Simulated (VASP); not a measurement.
A run of VASP 6.6.1 is set up as follows.

Contents of INCAR:

```
SYSTEM = CaSe
PREC     = Accurate       ! precision mode
ENCUT    = 500            ! plane-wave cutoff, eV
EDIFF    = 1E-6           ! SCF threshold, eV
ISMEAR   = 0              ! smearing method
SIGMA    = 0.1            ! smearing width, eV
LREAL    = .FALSE.        ! projectors in reciprocal space
LASPH    = .TRUE.         ! aspherical terms in the spheres
NELM     = 120            ! most SCF steps
ALGO     = Normal         ! electronic algorithm
ISIF     = 2              ! what is computed and relaxed
LWAVE    = .FALSE.        ! write WAVECAR
LCHARG   = .FALSE.        ! write CHGCAR
GGA      = PE             ! functional
NBANDS   = 15             ! bands
GGA_COMPAT= .FALSE.
```

KPOINTS

```
Automatic mesh
0
G
  1 1 1
  0 0 0
```

File POSCAR:

```
CaSe
1.0
    0.0000000000      3.3000000000      3.3000000000
    3.3000000000      0.0000000000      3.3000000000
    3.3000000000      3.3000000000      0.0000000000
Ca Se
1 1
Direct
    0.0000000000      0.0000000000      0.0000000000
    0.7500000000      0.7500000000      0.7500000000
```

Potentials or basis: VASP PAW PBE potentials, release 64 (Ca_sv, Se).

Run with:

```bash
$ cat potpaw_PBE.64/Ca_sv/POTCAR potpaw_PBE.64/Se/POTCAR > POTCAR
$ mpirun -np 1 vasp_gam > vasp.out
```

(1) Estimate the band gap on the k mesh.

(2) Estimate the pressure.

Results:

(1) 3.14 eV.

(2) -1.8 GPa.

Caveat: the k points lie up to 1.65 Å⁻¹ apart.
